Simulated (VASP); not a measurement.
# TiTe2 (P-3m1) in VASP: a series of runs

TiTe2 is run at these levels: BLYP+D3(BJ), BLYP+D4, HSE06; tasks: relaxation of cell and atoms, single point.

All numbers are computed with VASP 6.6.1; they aren't measurements. Logs are shortened: lines on timing, memory, paths and dates and some standing lists are left out, and cuts for length are marked.

## 1. The cell of the first run

The structure is trigonal, space group P-3m1 (No. 164). Conventional cell: a = 3.777 Å, b = 3.777 Å, c = 6.498 Å, α = 90.00°, β = 90.00°, γ = 120.00°. Within 3.7 Å of Te (site symmetry 3m) lie 3 Ti at 2.77 Å. Ti (site symmetry -3m) has 6 Te at 2.77 Å within 3.7 Å.

## 2. Relaxation of cell and atoms, BLYP+D3(BJ)

Input file INCAR:

```
SYSTEM = TiTe2
PREC = Accurate
ENCUT = 600
EDIFF = 1E-7
ISMEAR = -1
SIGMA = 0.05
LREAL = .False.
LASPH = .True.
NELM = 80
ALGO = Normal
ISIF = 3
LWAVE = .False.
LCHARG = .False.
GGA = B5
ALDAX = 1.0
AGGAX = 1.0
AGGAC = 1.0
ALDAC = 0.0
IVDW = 12
VDW_S6 = 1.0
VDW_S8 = 2.6996
VDW_A1 = 0.4298
VDW_A2 = 4.2359
IBRION = 2
NSW = 60
EDIFFG = -0.01
```

Input file KPOINTS:

```
Automatic mesh
0
Gamma
  8 8 4
  0 0 0
```

Input file POSCAR:

```
TiTe2
1.0
    3.7770000000      0.0000000000      0.0000000000
   -1.8885000000      3.2709779501      0.0000000000
    0.0000000000      0.0000000000      6.4980000000
Te Ti
2 1
Direct
    0.3333333333      0.6666666667      0.7372000000
    0.6666666667      0.3333333333      0.2628000000
    0.0000000000      0.0000000000      0.0000000000
```

Potentials or basis: VASP PAW PBE potentials, release 64 (Te, Ti_sv).

The run is started by

```bash
$ cat potpaw_PBE.64/Te/POTCAR potpaw_PBE.64/Ti_sv/POTCAR > POTCAR
$ mpirun -np 1 vasp_std > vasp.out
```

OUTCAR:

```text
SYSTEM = TiTe2
   PREC = Accurate
   ENCUT = 600
   EDIFF = 1E-7
   ISMEAR = -1
   LREAL = .False.
   LASPH = .True.
   NELM = 80
   ISIF = 3
   GGA = B5
   IVDW = 12
   IBRION = 2
   NSW = 60
   EDIFFG = -0.01
 IVDW          = 12

 ion  position               nearest neighbor table
   1  0.333  0.667  0.737-   3 2.77   3 2.77   3 2.77
   2  0.667  0.333  0.263-   3 2.77   3 2.77   3 2.77
   3  0.000  0.000  0.000-   1 2.77   2 2.77   2 2.77   1 2.77   2 2.77   1 2.77

  LATTYP: Found a hexagonal cell.
 ALAT       =     3.7770000000
 C/A-ratio  =     1.7204130262

  Lattice vectors:

 A1 = (   3.7770000000,   0.0000000000,   0.0000000000)
 A2 = (  -1.8885000000,   3.2709779501,   0.0000000000)
 A3 = (   0.0000000000,   0.0000000000,   6.4980000000)

Analysis of symmetry for initial positions (statically):
=====================================================================
 Subroutine PRICEL returns:
 Original cell was already a primitive cell.

 Routine SETGRP: Setting up the symmetry group for a
 hexagonal supercell.

 Subroutine GETGRP returns: Found 12 space group operations
 (whereof 12 operations were pure point group operations)
 out of a pool of 24 trial point group operations.

The static configuration has the point symmetry D_3d.

Analysis of symmetry for dynamics (positions and initial velocities):
=====================================================================
 Subroutine PRICEL returns:
 Original cell was already a primitive cell.

 Routine SETGRP: Setting up the symmetry group for a
 hexagonal supercell.

 Subroutine GETGRP returns: Found 12 space group operations
 (whereof 12 operations were pure point group operations)
 out of a pool of 24 trial point group operations.

The dynamic configuration has the point symmetry D_3d.

 Subroutine INISYM returns: Found 12 space group operations
 (whereof 12 operations are pure point group operations),
 and found     1 'primitive' translations

----------------------------------------------------------------------------------------

                                     Primitive cell

  volume of cell :      80.2794

  direct lattice vectors                    reciprocal lattice vectors
     3.777000000  0.000000000  0.000000000     0.264760392  0.152859484  0.000000000
    -1.888500000  3.270977950  0.000000000     0.000000000  0.305718967  0.000000000
     0.000000000  0.000000000  6.498000000     0.000000000  0.000000000  0.153893506

  length of vectors
     3.777000000  3.777000000  6.498000000     0.305718967  0.305718967  0.153893506

  position of ions in fractional coordinates (direct lattice)
     0.333333333  0.666666667  0.737200000
     0.666666667  0.333333333  0.262800000
     0.000000000  0.000000000  0.000000000

  ion indices of the primitive-cell ions
   primitive index   ion index
                 1           1
                 2           2
                 3           3

----------------------------------------------------------------------------------------

 KPOINTS: Automatic mesh

Automatic generation of k-mesh.
 Grid dimensions read from file:
 generate k-points for:    8    8    4

 Generating k-lattice:

  Cartesian coordinates                     Fractional coordinates (reciprocal lattice)
     0.033095049  0.019107435  0.000000000     0.125000000 -0.000000000  0.000000000
     0.000000000  0.038214871  0.000000000     0.000000000  0.125000000  0.000000000
     0.000000000  0.000000000  0.038473376     0.000000000  0.000000000  0.250000000

  Length of vectors
     0.038214871  0.038214871  0.038473376

  Shift w.r.t. Gamma in fractional coordinates (k-lattice)
     0.000000000  0.000000000  0.000000000

 Subroutine IBZKPT returns following result:
 ===========================================

 Found     35 irreducible k-points:

 Following reciprocal coordinates:
            Coordinates               Weight
  0.000000  0.000000  0.000000      1.000000
  0.125000  0.000000  0.000000      6.000000
  0.250000  0.000000  0.000000      6.000000
  0.375000  0.000000  0.000000      6.000000
  0.500000  0.000000  0.000000      3.000000
  0.125000  0.125000  0.000000      6.000000
[... 16 lines left out ...]
 -0.125000  0.500000  0.250000     12.000000
  0.250000  0.250000  0.250000     12.000000
 [... further k-points ...]
   k-points           NKPTS =     35   k-points in BZ     NKDIM =     35   number of bands    NBANDS=     16
   number of dos      NEDOS =    301   number of ions     NIONS =      3
   total plane-waves  NPLWV =  48600
   dimension x,y,z NGX =    30 NGY =   30 NGZ =   54
   dimension x,y,z NGXF=    60 NGYF=   60 NGZF=  108
   ions per type =               2   1
   NGX,Y,Z   is equivalent  to a cutoff of  13.20, 13.20, 13.82 a.u.
   NGXF,Y,Z  is equivalent  to a cutoff of  26.41, 26.41, 27.63 a.u.
 SYSTEM =  TiTe2
   PREC   = accura    normal or accurate (medium, high low for compatibility)
   ISTART =      0    job   : 0-new  1-cont  2-samecut
   ICHARG =      2    charge: 1-file 2-atom 10-const
   ISPIN  =      1    spin polarized calculation?
   LNONCOLLINEAR =      F non collinear calculations
   LSORBIT =      F    spin-orbit coupling
   LASPH  =      T    aspherical Exc in radial PAW
   ENCUT  =  600.0 eV  44.10 Ry    6.64 a.u.   7.54  7.54 12.98*2*pi/ulx,y,z
   NELM   =     80;   NELMIN=  2; NELMDL= -5     # of ELM steps
   EDIFF  = 0.1E-06   stopping-criterion for ELM
   LREAL  =      F    real-space projection
   EDIFFG = -.1E-01   stopping-criterion for IOM
   NSW    =     60    number of steps for IOM
   IBRION =      2    ionic relax: 0-MD 1-quasi-New 2-CG
   NFREE  =      1    steps in history (QN), initial steepest desc. (CG)
   ISIF   =      3    stress and relaxation
   ISYM   =      2    0-nonsym 1-usesym 2-fastsym
   POTIM  = 0.5000    time-step for ionic-motion
   TEBEG  =    0.0;   TEEND  =   0.0 temperature during run
   PSTRESS=    0.0 pullay stress
   NELECT =      24.0000    total number of electrons
   NUPDOWN=      -1.0000    fix difference up-down
   EMIN   =  10.00;   EMAX   =-10.00  energy-range for DOS
   EFERMI =   0.00;   METHOD = LEGACY
   ISMEAR =    -1;   SIGMA  =   0.05  broadening in eV -4-tet -1-fermi 0-gaus
   EFERMI_NEDOS =   21; number of points for ismear=-14 and -15
   IALGO  =     38    algorithm
   IMIX   =      4    mixing-type and parameters
     AMIX     =   0.40;   BMIX     =  1.00
     AMIX_MAG =   1.60;   BMIX_MAG =  1.00
  volume/ion in A,a.u.               =      26.76       180.58
  Fermi-wavevector in a.u.,A,eV,Ry     =   1.094655  2.068597 16.303438  1.198269
  Thomas-Fermi vector in A             =   2.230964
   LORBIT       =      0    0 simple, 1 ext, 2 COOP (PROOUT), +10 PAW based schemes
   GGA     = B5    functional components
   LHFCALC =     F    Hartree Fock is set to
   AEXX    =    0.0000 exact exchange contribution
   IVDW    =    12    specifies the selected vdW correction
   LEPSILON=     F    determine dielectric tensor
   LRPA    =     F    only Hartree local field effects (RPA)
 conjugate gradient relaxation of ions
 non-spin polarized calculation
  energy-cutoff  :      600.00
  volume of cell :       80.28
 maximum number of plane-waves:      2714
   NGX = 15   NGY = 15   NGZ = 25

--------------------------------------- Ionic step        1  -------------------------------------------

 number of electron      24.0000002 magnetization

 Free energy of the ion-electron system (eV)
  ---------------------------------------------------
  ext. energy  EPLUGINS =         0.00000000
  ---------------------------------------------------
  free energy    TOTEN  =       -13.87521529 eV

  energy without entropy =      -13.86441276  energy(sigma->0) =      -13.86981403

------------------------ aborting loop because EDIFF is reached ----------------------------------------

 Edisp (eV)   -3.46907

 E8    (eV) :    -2.6247

  FORCE on cell =-STRESS in cart. coord.  units (eV):
  Direction    XX          YY          ZZ          XY          YZ          ZX
  --------------------------------------------------------------------------------------
  -------------------------------------------------------------------------------------
  Total      -0.62721    -0.62721    -0.98053     0.00000     0.00000     0.00000
  in kB     -12.51751   -12.51751   -19.56890     0.00000     0.00000     0.00000
  external pressure =      -14.87 kB  Pullay stress =        0.00 kB
[... 100 lines left out ...]
  FREE ENERGIE OF THE ION-ELECTRON SYSTEM (eV)
  ---------------------------------------------------
  free  energy   TOTEN  =       -17.3551200273 eV

  energy  without entropy=      -17.3445917429  energy(sigma->0) =      -17.34985589

[... ionic steps 4 to 7 ...]

--------------------------------------- Ionic step        8  -------------------------------------------

 number of electron      24.0000003 magnetization

------------------------ aborting loop because EDIFF is reached ----------------------------------------

 Edisp (eV)   -3.63119

 E8    (eV) :    -2.7464
[... 71 lines left out ...]
  energy  without entropy=      -17.3604627253  energy(sigma->0) =      -17.36589000

--------------------------------------- Ionic step       10  -------------------------------------------

 number of electron      24.0000004 magnetization

 Free energy of the ion-electron system (eV)
  ---------------------------------------------------
  ext. energy  EPLUGINS =         0.00000000
  ---------------------------------------------------
  free energy    TOTEN  =       -13.73064378 eV

  energy without entropy =      -13.71995828  energy(sigma->0) =      -13.72530103

 E-fermi :   7.8708     XC(G=0):  -9.4743

 val. band max:        7.8505836887   @ k =   0.5000   0.0000   0.2500
 cond. band min:       7.9021929102   @ k =   0.5000   0.0000   0.0000
 fundamental gap:      0.0516092215
 Fermi energy:         7.8707868999

 k-point     1 :       0.0000    0.0000    0.0000
  band No.  band energies     occupation
      1     -49.3477      2.00000
      2     -25.7723      2.00000
      3     -25.7723      2.00000
      4     -25.7358      2.00000
      5      -4.7681      2.00000
      6      -3.0376      2.00000
[... 8 lines left out ...]
     15       8.9577      0.00000
     16      10.8055      0.00000
[... 420 lines left out ...]
  band No.  band energies     occupation
      1     -49.3443      2.00000
      2     -25.8093      2.00000
      3     -25.7917      2.00000
      4     -25.7248      2.00000
      5      -3.0321      2.00000
      6      -2.5952      2.00000
[... 8 lines left out ...]
     15       9.1965      0.00000
     16       9.9962      0.00000

 [... further k-points ...]

------------------------ aborting loop because EDIFF is reached ----------------------------------------

 Edisp (eV)   -3.64082

 E8    (eV) :    -2.7536

  FORCE on cell =-STRESS in cart. coord.  units (eV):
  Direction    XX          YY          ZZ          XY          YZ          ZX
  --------------------------------------------------------------------------------------
  -------------------------------------------------------------------------------------
  Total      -0.00461    -0.00461     0.00617     0.00000     0.00000     0.00000
  in kB      -0.09659    -0.09659     0.12926     0.00000     0.00000     0.00000
  external pressure =       -0.02 kB  Pullay stress =        0.00 kB
[... 18 lines left out ...]
  FREE ENERGIE OF THE ION-ELECTRON SYSTEM (eV)
  ---------------------------------------------------
  free  energy   TOTEN  =       -17.3714601014 eV

  energy  without entropy=      -17.3607746006  energy(sigma->0) =      -17.36611735

 reached required accuracy - stopping structural energy minimisation
```

It took 19 min on 1 thread of AMD EPYC 7R13, shared host; peak memory 0.23 GiB.

Results:

* Free energy: -17.3715 eV
* Relaxed volume: 25.50 Å³/atom
* Relaxed cell: a = 3.748 Å, b = 3.748 Å, c = 6.289 Å, α = 90.00°, β = 90.00°, γ = 120.00°
* Space group after relaxing (to 0.05 Å): P-3m1 (No. 164)
* Energy gained by relaxing: 9.1 meV/atom
* Ionic steps: 10
* Pressure after relaxing: 0.0 GPa
* Largest force after relaxing: 0.008 eV/Å
* Band gap on the k mesh: zero (band 12 reaches 8.25 eV, above the bottom of band 13 at 7.60 eV)
* Dispersion energy per atom: -1.214 eV

Forces on the atoms (eV/Å):
```
Te   0.000  0.000 -0.008
Te   0.000  0.000  0.008
Ti   0.000  0.000  0.000
```

The path:
| step | energy change (eV) | largest force (eV/Å) | pressure (GPa) | volume (Å³) |
| --- | --- | --- | --- | --- |
| 1 | 0.0000 | 0.0849 | -1.49 | 80.28 |
| 2 | -0.0095 | 0.3840 | 0.79 | 77.43 |
| 3 | -0.0108 | 0.3058 | 0.18 | 78.15 |
| 4 | -0.0188 | 0.2199 | 0.16 | 77.56 |
| 5 | -0.0260 | 0.0599 | 0.23 | 75.82 |
| 6 | -0.0267 | 0.0150 | 0.20 | 76.26 |
| 7 | -0.0267 | 0.0082 | 0.20 | 76.22 |
| 8 | -0.0269 | 0.0335 | -0.23 | 76.72 |
| 9 | -0.0270 | 0.0184 | -0.08 | 76.53 |
| 10 | -0.0272 | 0.0077 | 0.00 | 76.51 |

Final structure:
```
CELL_PARAMETERS angstrom
3.74813 0.00000 0.00000
-1.87407 3.24598 0.00000
0.00000 0.00000 6.28901
ATOMIC_POSITIONS crystal
Te 0.33333 0.66667 0.72901
Te 0.66667 0.33333 0.27099
Ti 0.00000 0.00000 0.00000
```

Levels at points of the mesh, in eV from the Fermi level:
```csv
k point,band 9,band 10,band 11,band 12,band 13,band 14,band 15,band 16
"(0.00, 0.00, 0.00)",-1.76,0.36,0.38,0.38,0.88,1.09,1.09,2.93
"(0.50, 0.00, 0.00)",-2.83,-2.43,-1.78,-1.27,0.03,1.13,1.50,2.41
"(0.00, 0.00, 0.50)",-1.65,-1.65,0.37,0.37,0.63,0.63,1.12,3.52
"(0.50, 0.00, 0.50)",-2.47,-2.17,-0.80,-0.53,-0.27,1.13,1.47,2.47
```

Caveat: the PAW data sets were made with another functional, which shifts forces and pressure a little; spin-orbit coupling is left out, which moves the levels of the heavy elements.

## 3. Relaxation of cell and atoms, BLYP+D4

Input file INCAR:

```
SYSTEM = TiTe2
PREC     = Accurate       ! precision mode
ENCUT    = 600            ! plane-wave cutoff, eV
EDIFF    = 1E-6           ! SCF threshold, eV
ISMEAR   = -1             ! smearing method
SIGMA    = 0.05           ! smearing width, eV
LREAL    = .FALSE.        ! projectors in reciprocal space
LASPH    = .TRUE.         ! aspherical terms in the spheres
NELM     = 60             ! most SCF steps
ALGO     = Normal         ! electronic algorithm
ISIF     = 3              ! what is computed and relaxed
LWAVE    = .FALSE.        ! write WAVECAR
LCHARG   = .FALSE.        ! write CHGCAR
GGA      = B5             ! functional
ALDAX    = 1.0          
AGGAX    = 1.0          
AGGAC    = 1.0          
ALDAC    = 0.0          
IVDW     = 13             ! dispersion correction
VDW_S6   = 1.0          
VDW_S8   = 2.34076671   
VDW_A1   = 0.44488865   
VDW_A2   = 4.0933009    
IBRION   = 2              ! ionic algorithm
NSW      = 60             ! ionic steps
EDIFFG   = -0.01          ! ionic threshold
```

Input file KPOINTS:

```
Automatic mesh
0
G
  8 8 4
  0 0 0
```

POSCAR is that of step 2.

Potentials or basis: VASP PAW PBE potentials, release 64 (Te, Ti_sv).

The run is started by

```bash
$ cat potpaw_PBE.64/Te/POTCAR potpaw_PBE.64/Ti_sv/POTCAR > POTCAR
$ mpirun -np 1 vasp_std > vasp.out
```

Run time: 8.3 min. Hardware: 1 thread of AMD EPYC 7R13, shared host; peak memory 0.23 GiB.

Results (log left out):

```
Free energy                            : -16.2644 eV
Relaxed volume                         : 27.20 Å³/atom
Relaxed cell                           : a = 3.818 Å, b = 3.818 Å, c = 6.463 Å, α = 90.00°, β = 90.00°, γ = 120.00°
Space group after relaxing (to 0.05 Å) : P-3m1 (No. 164)
Energy gained by relaxing              : 2.0 meV/atom
Ionic steps                            : 5
Pressure after relaxing                : 0.0 GPa
Largest force after relaxing           : 0.005 eV/Å
Band gap on the k mesh                 : zero (band 12 reaches 7.47 eV, above the bottom of band 13 at 6.88 eV)
Dispersion energy per atom             : -0.783 eV
```

Forces in eV/Å, atoms in the order of the input:
```
Te   0.000  0.000 -0.005
Te   0.000  0.000  0.005
Ti   0.000  0.000  0.000
```

Step by step:
```
step  energy change (eV)  largest force (eV/Å)  pressure (GPa)  volume (Å³)
   1              0.0000                0.0498            0.89        80.28
   2             -0.0038                0.1204           -0.53        82.02
   3             -0.0044                0.0748           -0.15        81.53
   4             -0.0059                0.0227           -0.09        81.58
   5             -0.0061                0.0047           -0.03        81.60
```

Final structure:
```
CELL_PARAMETERS angstrom
3.81820 0.00000 0.00000
-1.90910 3.30666 0.00000
0.00000 0.00000 6.46307
ATOMIC_POSITIONS crystal
Te 0.33333 0.66667 0.73763
Te 0.66667 0.33333 0.26237
Ti 0.00000 0.00000 0.00000
```

Levels at points of the mesh, in eV from the Fermi level:
```
           k point  band 10  band 11  band 12  band 13  band 14  band 15
(0.00, 0.00, 0.00)     0.33     0.33     0.40     0.62     0.91     0.91
(0.50, 0.00, 0.00)    -2.32    -1.81    -1.19     0.06     1.01     1.34
(0.00, 0.00, 0.50)    -1.70     0.32     0.32     0.59     0.59     1.01
(0.50, 0.00, 0.50)    -2.08    -0.91    -0.67    -0.19     1.00     1.31
```

Caveat: the PAW data sets were made with another functional, which shifts forces and pressure a little; spin-orbit coupling is left out, which moves the levels of the heavy elements.

(Part 1 of 2 ends here.)
